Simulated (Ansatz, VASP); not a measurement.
# One calculation of TiO2, two programs

INCAR

```
ALGO = Normal ; EDIFF = 1E-6
EDIFFG = -0.01 ; ENCUT = 520
GGA = PE ; IBRION = 2
ISIF = 2 ; ISMEAR = -1
LASPH = True ; LCHARG = False
LREAL = False ; LWAVE = False
NELM = 60 ; NSW = 60
PREC = Accurate ; SIGMA = 0.05
```

KPOINTS

```
k-points
0
Gamma
  5 5 4
```

POSCAR

```
TiO2
1.0
    5.3589338261      0.0000000000      0.0000000000
   -2.6794669131      4.6409728306      0.0000000000
    0.0000000000      0.0000000000      6.0824678800
Ti O
3 6
Direct
    0.4669367500      0.0000000000      0.3333333333
    0.0000000000      0.4669367500      0.6666666667
    0.5330632500      0.5330632500      0.0000000000
    0.5810657200      0.8514331800      0.1206639333
    0.7296325400      0.1485668200      0.5460027333
    0.2703674600      0.4189342800      0.7873306000
    0.8514331800      0.5810657200      0.8793360667
    0.1485668200      0.7296325400      0.4539972667
    0.4189342800      0.2703674600      0.2126694000
```

input.yaml

```yaml
crystal:
  lattice:
    - [5.3589338261, 0.0, 0.0]
    - [-2.6794669131, 4.6409728306, 0.0]
    - [0.0, 0.0, 6.08246788]
  atoms:
    - { symbol: Ti, position: [0.46693675, 0.0, 0.3333333333] }
    - { symbol: Ti, position: [0.0, 0.46693675, 0.6666666667] }
    - { symbol: Ti, position: [0.53306325, 0.53306325, 0.0] }
    - { symbol: O, position: [0.58106572, 0.85143318, 0.1206639333] }
    - { symbol: O, position: [0.72963254, 0.14856682, 0.5460027333] }
    - { symbol: O, position: [0.27036746, 0.41893428, 0.7873306] }
    - { symbol: O, position: [0.85143318, 0.58106572, 0.8793360667] }
    - { symbol: O, position: [0.14856682, 0.72963254, 0.4539972667] }
    - { symbol: O, position: [0.41893428, 0.27036746, 0.2126694] }
hamiltonian:
  xc: pbe
  pseudopotentials: { kind: paw }
kpoints:
  mp_grid: { grid: [5, 5, 4] }
scf:
  occupations: { method: fermi_dirac, width: 0.05 }
output:
  forces: true
  stress: true
  eigenvalues: true
relax:
  f_tol: 0.01
  max_steps: 40
```

Alike in both runs: task relaxation of the atoms; functional PBE; k mesh 5 × 5 × 4; occupations fermi-dirac, width 0.05 eV; no spin polarisation.

```csv
,VASP,Ansatz
version,VASP 6.6.1,Ansatz 0.2.0
potentials or method,"VASP PAW PBE potentials, release 64 (Ti_sv, O)",Ansatz PAW
plane-wave cutoff (eV),520,420
valence electrons in the cell,72,72
```

```tsv
	VASP	Ansatz	Ansatz less VASP
gap on the k mesh at the Fermi level, each at its own relaxed structure (eV)	3.59	3.64	+0.048
```

Noted on Ansatz's run: odd divisions of the mesh miss points on the zone boundary, where band edges often lie, so the gap on the mesh can be too wide.
